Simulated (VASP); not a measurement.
# BN (R3m) in VASP: a series of runs

The runs below take BN through single point, with PBE+D3(BJ).

Everything below comes from runs of VASP 6.6.1. Logs are shortened: lines on timing, memory, paths and dates and some standing lists are left out, and cuts for length are marked.

## Step 1: The cell of the first run

Symmetry: R3m, No. 160, trigonal system. Conventional cell: a = 2.707 Å, b = 2.707 Å, c = 9.094 Å, α = 90.00°, β = 90.00°, γ = 120.00°. B (site symmetry 3m) has 3 N at 1.56 Å within 2.1 Å. Within 2.1 Å of N (site symmetry 3m) lie 3 B at 1.56 Å.

## Step 2: Single point, PBE+D3(BJ) (strain +0.080 along x and y, -0.080 along z)

Contents of INCAR:

```
ALGO = Normal
EDIFF = 1E-7
ENCUT = 520
GGA = PE
ISIF = 2
ISMEAR = 0
IVDW = 12
LASPH = True
LCHARG = False
LREAL = False
LWAVE = False
NBANDS = 11
NELM = 100
PREC = Accurate
SIGMA = 0.05
```

Contents of KPOINTS:

```
k-points
0
Gamma
  12 12 12
```

Contents of POSCAR:

```
BN
1.0
    1.3533014517      0.7813289574      3.0312937698
   -1.3533014517      0.7813289574      3.0312937698
    0.0000000000     -1.5626579148      3.0312937698
B N
1 1
Direct
    0.9996975446      0.9996975446      0.9996975446
    0.3327354554      0.3327354554      0.3327354554
```

Potentials or basis: VASP PAW PBE potentials, release 64 (B, N).

The run is started by

```
$ cat potpaw_PBE.64/B/POTCAR potpaw_PBE.64/N/POTCAR > POTCAR
$ mpirun -np 1 vasp_std > vasp.out
```

OUTCAR:

```text
EDIFF = 1E-7
   ENCUT = 520
   GGA = PE
   ISIF = 2
   ISMEAR = 0
   IVDW = 12
   LASPH = True
   LREAL = False
   NELM = 100
   PREC = Accurate
 IVDW          = 12

 ion  position               nearest neighbor table
   1  1.000  1.000  1.000-   2 1.56   2 1.56   2 1.56
   2  0.333  0.333  0.333-   1 1.56   1 1.56   1 1.56

  LATTYP: Found a trigonal (rhomboedric) cell.
 ALAT       =     3.4103726596
 COS(alpha) =     0.6850689979

  Lattice vectors:

 A1 = (   1.3533014517,   0.7813289574,   3.0312937698)
 A2 = (  -1.3533014517,   0.7813289574,   3.0312937698)
 A3 = (   0.0000000000,  -1.5626579148,   3.0312937698)

Analysis of symmetry for initial positions (statically):
=====================================================================
 Subroutine PRICEL returns:
 Original cell was already a primitive cell.

 Routine SETGRP: Setting up the symmetry group for a
 trigonal (rhombohedral) supercell.

 Subroutine GETGRP returns: Found  6 space group operations
 (whereof  6 operations were pure point group operations)
 out of a pool of 12 trial point group operations.

The static configuration has the point symmetry C_3v.

Analysis of symmetry for dynamics (positions and initial velocities):
=====================================================================
 Subroutine PRICEL returns:
 Original cell was already a primitive cell.

 Routine SETGRP: Setting up the symmetry group for a
 trigonal (rhombohedral) supercell.

 Subroutine GETGRP returns: Found  6 space group operations
 (whereof  6 operations were pure point group operations)
 out of a pool of 12 trial point group operations.

The dynamic configuration has the point symmetry C_3v.

 Subroutine INISYM returns: Found  6 space group operations
 (whereof  6 operations are pure point group operations),
 and found     1 'primitive' translations

----------------------------------------------------------------------------------------

                                     Primitive cell

  volume of cell :      19.2313

  direct lattice vectors                    reciprocal lattice vectors
     1.353301452  0.781328957  3.031293770     0.369466832  0.213311775  0.109964048
    -1.353301452  0.781328957  3.031293770    -0.369466832  0.213311775  0.109964048
     0.000000000 -1.562657915  3.031293770     0.000000000 -0.426623550  0.109964048

  length of vectors
     3.410372660  3.410372660  3.410372660     0.440567526  0.440567526  0.440567526

  position of ions in fractional coordinates (direct lattice)
     0.999697545  0.999697545  0.999697545
     0.332735455  0.332735455  0.332735455

  ion indices of the primitive-cell ions
   primitive index   ion index
                 1           1
                 2           2

----------------------------------------------------------------------------------------

 KPOINTS: k-points

Automatic generation of k-mesh.
 Grid dimensions read from file:
 generate k-points for:   12   12   12

 Generating k-lattice:

  Cartesian coordinates                     Fractional coordinates (reciprocal lattice)
     0.030788903  0.017775981  0.009163671     0.083333333 -0.000000000  0.000000000
    -0.030788903  0.017775981  0.009163671    -0.000000000  0.083333333  0.000000000
     0.000000000 -0.035551962  0.009163671     0.000000000  0.000000000  0.083333333

  Length of vectors
     0.036713961  0.036713961  0.036713961

  Shift w.r.t. Gamma in fractional coordinates (k-lattice)
     0.000000000  0.000000000  0.000000000

 Subroutine IBZKPT returns following result:
 ===========================================

 Found    189 irreducible k-points:

 Following reciprocal coordinates:
            Coordinates               Weight
  0.000000  0.000000  0.000000      1.000000
  0.083333  0.000000  0.000000      6.000000
  0.166667  0.000000  0.000000      6.000000
  0.250000  0.000000  0.000000      6.000000
  0.333333  0.000000  0.000000      6.000000
  0.416667  0.000000  0.000000      6.000000
[... 16 lines left out ...]
  0.500000  0.166667 -0.000000     12.000000
 -0.416667  0.166667  0.000000     12.000000
 [... further k-points ...]
   k-points           NKPTS =    189   k-points in BZ     NKDIM =    189   number of bands    NBANDS=     11
   number of dos      NEDOS =    301   number of ions     NIONS =      2
   total plane-waves  NPLWV =  21952
   dimension x,y,z NGX =    28 NGY =   28 NGZ =   28
   dimension x,y,z NGXF=    56 NGYF=   56 NGZF=   56
   ions per type =               1   1
   NGX,Y,Z   is equivalent  to a cutoff of  13.65, 13.65, 13.65 a.u.
   NGXF,Y,Z  is equivalent  to a cutoff of  27.30, 27.30, 27.30 a.u.
 SYSTEM =  unknown system
   PREC   = accura    normal or accurate (medium, high low for compatibility)
   ISTART =      0    job   : 0-new  1-cont  2-samecut
   ICHARG =      2    charge: 1-file 2-atom 10-const
   ISPIN  =      1    spin polarized calculation?
   LNONCOLLINEAR =      F non collinear calculations
   LSORBIT =      F    spin-orbit coupling
   LASPH  =      T    aspherical Exc in radial PAW
   ENCUT  =  520.0 eV  38.22 Ry    6.18 a.u.   6.34  6.34  6.34*2*pi/ulx,y,z
   NELM   =    100;   NELMIN=  2; NELMDL= -5     # of ELM steps
   EDIFF  = 0.1E-06   stopping-criterion for ELM
   LREAL  =      F    real-space projection
   EDIFFG = 0.1E-05   stopping-criterion for IOM
   NSW    =      0    number of steps for IOM
   IBRION =     -1    ionic relax: 0-MD 1-quasi-New 2-CG
   NFREE  =      0    steps in history (QN), initial steepest desc. (CG)
   ISIF   =      2    stress and relaxation
   ISYM   =      2    0-nonsym 1-usesym 2-fastsym
   POTIM  = 0.5000    time-step for ionic-motion
   TEBEG  =    0.0;   TEEND  =   0.0 temperature during run
   PSTRESS=    0.0 pullay stress
   NELECT =       8.0000    total number of electrons
   NUPDOWN=      -1.0000    fix difference up-down
   EMIN   =  10.00;   EMAX   =-10.00  energy-range for DOS
   EFERMI =   0.00;   METHOD = LEGACY
   ISMEAR =     0;   SIGMA  =   0.05  broadening in eV -4-tet -1-fermi 0-gaus
   EFERMI_NEDOS =   21; number of points for ismear=-14 and -15
   IALGO  =     38    algorithm
   IMIX   =      4    mixing-type and parameters
     AMIX     =   0.40;   BMIX     =  1.00
     AMIX_MAG =   1.60;   BMIX_MAG =  1.00
  volume/ion in A,a.u.               =       9.62        64.89
  Fermi-wavevector in a.u.,A,eV,Ry     =   1.222087  2.309410 20.320267  1.493497
  Thomas-Fermi vector in A             =   2.357247
   LORBIT       =      0    0 simple, 1 ext, 2 COOP (PROOUT), +10 PAW based schemes
   GGA     = PE    functional components
   LHFCALC =     F    Hartree Fock is set to
   AEXX    =    0.0000 exact exchange contribution
   IVDW    =    12    specifies the selected vdW correction
   LEPSILON=     F    determine dielectric tensor
   LRPA    =     F    only Hartree local field effects (RPA)
 non-spin polarized calculation
 Gauss-broadening in eV      SIGMA  =   0.05
  energy-cutoff  :      520.00
  volume of cell :       19.23
 maximum number of plane-waves:       528
 NGX is ok and might be reduce to    28
   NGX = 13   NGY = 13   NGZ = 13

 number of electron       8.0000000 magnetization

 Free energy of the ion-electron system (eV)
  ---------------------------------------------------
  ext. energy  EPLUGINS =         0.00000000
  ---------------------------------------------------
  free energy    TOTEN  =       -16.94448137 eV

  energy without entropy =      -16.94448137  energy(sigma->0) =      -16.94448137

 E-fermi :   2.4620     XC(G=0): -10.1676

 val. band max:        2.1605995533   @ k =  -0.1667   0.4167   0.0833
 cond. band min:       5.6230047950   @ k =   0.5000   0.5000   0.0000
 fundamental gap:      3.4624052417
 Fermi energy:         2.4620077854

 k-point     1 :       0.0000    0.0000    0.0000
  band No.  band energies     occupation
      1     -14.5917      2.00000
      2      -0.2523      2.00000
      3       0.5688      2.00000
      4       0.5688      2.00000
      5       7.2949      0.00000
      6      11.9059      0.00000
      7      11.9059      0.00000
      8      12.6751      0.00000
      9      14.3917      0.00000
     10      24.6594      0.00000
     11      27.2847      0.00000

 k-point     2 :       0.0833    0.0000    0.0000
  band No.  band energies     occupation
      1     -14.4724      2.00000
      2      -0.1737      2.00000
      3       0.0422      2.00000
      4       0.3731      2.00000
      5       7.6260      0.00000
      6      11.8302      0.00000
      7      12.3627      0.00000
      8      12.3675      0.00000
      9      14.7026      0.00000
     10      24.9214      0.00000
     11      25.8826      0.00000

 k-point     3 :       0.1667    0.0000    0.0000
  band No.  band energies     occupation
      1     -14.1227      2.00000
      2      -1.2800      2.00000
      3      -0.1092      2.00000
      4       0.1121      2.00000
      5       8.3373      0.00000
      6      11.2872      0.00000
      7      11.9767      0.00000
      8      13.6260      0.00000
      9      15.5349      0.00000
     10      23.2751      0.00000
     11      24.2179      0.00000

 k-point     4 :       0.2500    0.0000    0.0000
  band No.  band energies     occupation
      1     -13.5724      2.00000
      2      -2.8737      2.00000
      3      -0.6766      2.00000
      4       0.5438      2.00000
      5       8.8503      0.00000
      6      10.2581      0.00000
      7      12.2030      0.00000
      8      15.4031      0.00000
      9      16.6189      0.00000
     10      21.4419      0.00000
     11      22.7858      0.00000

 k-point     5 :       0.3333    0.0000    0.0000
  band No.  band energies     occupation
      1     -12.8923      2.00000
      2      -4.4238      2.00000
      3      -1.1693      2.00000
      4       1.0953      2.00000
      5       8.2731      0.00000
      6       9.9270      0.00000
      7      12.9370      0.00000
      8      17.3618      0.00000
      9      17.4644      0.00000
     10      20.5098      0.00000
     11      21.7466      0.00000
[... 211 lines left out ...]
 k-point    21 :       0.3333    0.1667    0.0000
  band No.  band energies     occupation
      1     -13.1876      2.00000
      2      -3.2247      2.00000
      3      -1.5331      2.00000
      4       0.2812      2.00000
      5       8.8084      0.00000
      6      10.9183      0.00000
      7      12.5904      0.00000
      8      15.1315      0.00000
      9      17.8093      0.00000
     10      20.0965      0.00000
     11      24.5979      0.00000

 k-point    22 :       0.4167    0.1667    0.0000
  band No.  band energies     occupation
      1     -12.5471      2.00000
      2      -4.4155      2.00000
      3      -2.2354      2.00000
      4       0.8313      2.00000
      5       7.9191      0.00000
      6      11.5853      0.00000
      7      13.2401      0.00000
      8      15.8538      0.00000
      9      18.0613      0.00000
     10      20.3518      0.00000
     11      23.4193      0.00000

 k-point    23 :       0.5000    0.1667   -0.0000
  band No.  band energies     occupation
      1     -11.9724      2.00000
      2      -5.3985      2.00000
      3      -2.6726      2.00000
      4       1.4713      2.00000
      5       7.1138      0.00000
      6      11.6613      0.00000
      7      14.1388      0.00000
      8      16.0775      0.00000
      9      18.3313      0.00000
     10      20.7506      0.00000
     11      22.8135      0.00000

 k-point    24 :      -0.4167    0.1667    0.0000
  band No.  band energies     occupation
      1     -11.7527      2.00000
      2      -5.7721      2.00000
      3      -2.8231      2.00000
      4       1.9682      2.00000
      5       6.7050      0.00000
      6      11.5196      0.00000
      7      14.4654      0.00000
      8      15.8571      0.00000
      9      18.3943      0.00000
     10      20.8231      0.00000
     11      22.9706      0.00000

 [... further k-points ...]

------------------------ aborting loop because EDIFF is reached ----------------------------------------

 Edisp (eV)   -0.26961

 E8    (eV) :    -0.0799

  FORCE on cell =-STRESS in cart. coord.  units (eV):
  Direction    XX          YY          ZZ          XY          YZ          ZX
  --------------------------------------------------------------------------------------
  -------------------------------------------------------------------------------------
  Total      -7.69172    -7.69172     0.38092     0.00000    -0.00000     0.00000
  in kB    -640.80559  -640.80559    31.73498     0.00000    -0.00000     0.00000
  external pressure =     -416.63 kB  Pullay stress =        0.00 kB

 VOLUME and BASIS-vectors are now :
 -----------------------------------------------------------------------------
  energy-cutoff  :      520.00
  volume of cell :       19.23
      direct lattice vectors                 reciprocal lattice vectors
     1.353301452  0.781328957  3.031293770     0.369466832  0.213311775  0.109964048
    -1.353301452  0.781328957  3.031293770    -0.369466832  0.213311775  0.109964048
     0.000000000 -1.562657915  3.031293770     0.000000000 -0.426623550  0.109964048

 POSITION                                       TOTAL-FORCE (eV/Angst)
 -----------------------------------------------------------------------------------
      0.00000      0.00000      9.09113         0.000000     -0.000000      0.109454
      0.00000      0.00000      3.02586         0.000000      0.000000     -0.109454
 -----------------------------------------------------------------------------------
    total drift:                                0.000000      0.000000      0.000042

  FREE ENERGIE OF THE ION-ELECTRON SYSTEM (eV)
  ---------------------------------------------------
  free  energy   TOTEN  =       -17.2140943562 eV

  energy  without entropy=      -17.2140943562  energy(sigma->0) =      -17.21409436
```

Wall time 37 s (1 thread of Intel Xeon 6975P-C, shared host); peak memory 0.19 GiB.

What came out:

| Property | Result |
| --- | --- |
| Free energy | -17.2141 eV |
| Pressure | -41.7 GPa |
| Largest force | 0.109 eV/Å |
| Band gap on the k mesh | 3.46 eV, indirect (least direct gap 4.18 eV) |
| Dispersion energy per atom | -0.135 eV |

Forces in eV/Å, atoms in the order of the input:
```
B    0.000  0.000  0.109
N    0.000  0.000 -0.109
```

Levels at points of the mesh, in eV from the valence-band top:
```
           k point  band 2  band 3  band 4  band 5  band 6  band 7
(0.00, 0.00, 0.00)   -2.41   -1.59   -1.59    5.13    9.75    9.75
(0.50, 0.00, 0.00)   -8.28   -3.77   -0.28    4.74    7.80   12.24
(0.50, 0.50, 0.00)   -7.97   -3.96   -1.33    3.46    7.31   13.64
(0.50, 0.50, 0.50)   -5.72   -1.66   -1.66    8.56    9.46    9.55
```

Caveat: the cell differs from its parent crystal (strain +0.080 along x and y, -0.080 along z).

## Step 3: Single point, PBE+D3(BJ) (strain +0.040 along x and y, +0.040 along z)

Contents of INCAR:

```
PREC = Accurate ; ENCUT = 520
EDIFF = 1E-6 ; ISMEAR = 0
SIGMA = 0.05 ; LREAL = F
LASPH = T ; NELM = 60
ALGO = Normal ; ISIF = 2
LWAVE = F ; LCHARG = T
GGA = PE ; IVDW = 12
LELF = T ; LVHAR = T
NBANDS = 11
```

Contents of KPOINTS:

```
Automatic mesh
0
Gamma
  12 12 12
```

Contents of POSCAR:

```
BN
1.0
    1.3031791757      0.7523908479      3.4266799137
   -1.3031791757      0.7523908479      3.4266799137
    0.0000000000     -1.5047816958      3.4266799137
B N
1 1
Direct
    0.9996975446      0.9996975446      0.9996975446
    0.3327354554      0.3327354554      0.3327354554
```

Potentials or basis: VASP PAW PBE potentials, release 64 (B, N).

The run is started by

```
$ cat potpaw_PBE.64/B/POTCAR potpaw_PBE.64/N/POTCAR > POTCAR
$ mpirun -np 1 vasp_std > vasp.out
```

OUTCAR:

```text
PREC = Accurate
   ENCUT = 520
   EDIFF = 1E-6
   ISMEAR = 0
   LREAL = F
   LASPH = T
   NELM = 60
   ISIF = 2
   GGA = PE
   IVDW = 12
 IVDW          = 12

 ion  position               nearest neighbor table
   1  1.000  1.000  1.000-   2 1.50   2 1.50   2 1.50
   2  0.333  0.333  0.333-   1 1.50   1 1.50   1 1.50

  LATTYP: Found a trigonal (rhomboedric) cell.
 ALAT       =     3.7425263103
 COS(alpha) =     0.7575017916

  Lattice vectors:

[... 524 lines left out ...]

 Edisp (eV)   -0.25071

 E8    (eV) :    -0.0732

  FORCE on cell =-STRESS in cart. coord.  units (eV):
  Direction    XX          YY          ZZ          XY          YZ          ZX
  --------------------------------------------------------------------------------------
  -------------------------------------------------------------------------------------
  Total      -4.30259    -4.30259    -0.09758     0.00000     0.00000     0.00000
  in kB    -341.95458  -341.95458    -7.75517     0.00000     0.00000     0.00000
  external pressure =     -230.55 kB  Pullay stress =        0.00 kB

 VOLUME and BASIS-vectors are now :
 -----------------------------------------------------------------------------
  energy-cutoff  :      520.00
  volume of cell :       20.16
      direct lattice vectors                 reciprocal lattice vectors
     1.303179176  0.752390848  3.426679914     0.383677095  0.221516074  0.097275889
    -1.303179176  0.752390848  3.426679914    -0.383677095  0.221516074  0.097275889
     0.000000000 -1.504781696  3.426679914     0.000000000 -0.443032148  0.097275889

 POSITION                                       TOTAL-FORCE (eV/Angst)
 -----------------------------------------------------------------------------------
      0.00000      0.00000     10.27693         0.000000      0.000000     -0.008778
      0.00000      0.00000      3.42053         0.000000      0.000000      0.008778
 -----------------------------------------------------------------------------------
    total drift:                               -0.000000      0.000000     -0.000051

  FREE ENERGIE OF THE ION-ELECTRON SYSTEM (eV)
  ---------------------------------------------------
  free  energy   TOTEN  =       -17.6858404369 eV

  energy  without entropy=      -17.6858404369  energy(sigma->0) =      -17.68584044
```

stdout:

```text
POSCAR found type information on POSCAR B N
 POSCAR found :  2 types and       2 ions
 scaLAPACK will be used
 LDA part: xc-table for (Slater+PW92), standard interpolation
 POSCAR, INCAR and KPOINTS ok, starting setup
 FFT: planning ... GRIDC
 FFT: planning ... GRID_SOFT
 FFT: planning ... GRID
 WAVECAR not read
 entering main loop
```

Run time: 42 s. Hardware: 1 thread of Intel Xeon 6975P-C, shared host; peak memory 0.19 GiB.

Results:

```
Free energy                : -17.6858 eV
Pressure                   : -23.1 GPa
Largest force              : 0.009 eV/Å
Band gap on the k mesh     : 4.07 eV, indirect (least direct gap 4.38 eV)
Dispersion energy per atom : -0.125 eV
```

Forces in eV/Å, atoms in the order of the input:
```
B    0.000  0.000 -0.009
N    0.000  0.000  0.009
```

Stress tensor (GPa, compression positive):
```
-34.20   0.00   0.00
  0.00 -34.20   0.00
  0.00   0.00  -0.78
```

Caveat: the cell differs from its parent crystal (strain +0.040 along x and y, +0.040 along z). A k mesh can miss the band edges.

(Continued in part 2 of 2.)
